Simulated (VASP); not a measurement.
CdF2: single point with PBEsol

Crystal: CdF2.

```
Cd F
1.0
     0.00000    2.59112    2.89398
     2.59112    0.00000    2.89398
     2.59112    2.59112    0.00000
Cd F
1 2
Cartesian
  0.0000 0.0000 0.0000
  1.2956 1.2956 1.4470
  3.8867 3.8867 4.3410
```

This cell differs from its parent crystal: strain +e along x and -e along y +0.0000, strain +e along z and -e/2 along x and y +0.0750.

```json
{
 "Program": "VASP 6.6.1",
 "Task": "single point",
 "Functional": "PBEsol",
 "Potentials or basis": "VASP PAW PBE potentials, release 64 (Cd, F)",
 "Cutoff": "520 eV",
 "k mesh": "8 × 8 × 8",
 "Occupations": "gaussian, width 0.05 eV",
 "Spin": "no spin polarisation",
 "Dipole correction": "no",
 "Further INCAR settings": "ALGO = Normal; EDIFF = 1e-06; NBANDS = 20"
}
```

- Pressure: 1.0 GPa
- Band gap on the k mesh: 2.65 eV (least direct gap 3.12 eV)

Stress tensor (GPa, compression positive):
```
 5.11  0.00  0.00
 0.00  5.11  0.00
 0.00  0.00 -7.12
```

Levels at points of the mesh, in eV from the valence-band top:
| k point | band 11 | band 12 | band 13 | band 14 | band 15 | band 16 |
| --- | --- | --- | --- | --- | --- | --- |
| (0.00, 0.00, 0.00) | -0.77 | -0.77 | -0.47 | 2.65 | 12.33 | 12.33 |
| (0.50, 0.00, 0.00) | -1.86 | -0.57 | -0.52 | 6.85 | 8.63 | 13.91 |
| (0.50, 0.50, 0.00) | -0.99 | -0.09 | -0.09 | 7.64 | 9.58 | 11.73 |
| (0.50, 0.00, 0.50) | -0.39 | -0.37 | -0.05 | 7.64 | 9.10 | 11.58 |

Wall time 22 s on 1 thread of Intel(R) Xeon(R) 6975P-C (Granite Rapids), with other jobs on the host, peak memory 0.18 GiB.

Caveat: the cell differs from its parent crystal (strain +e along x and -e along y +0.0000, strain +e along z and -e/2 along x and y +0.0750); the PAW data sets were made with another functional, which shifts forces and pressure a little. A k mesh can miss the band edges.
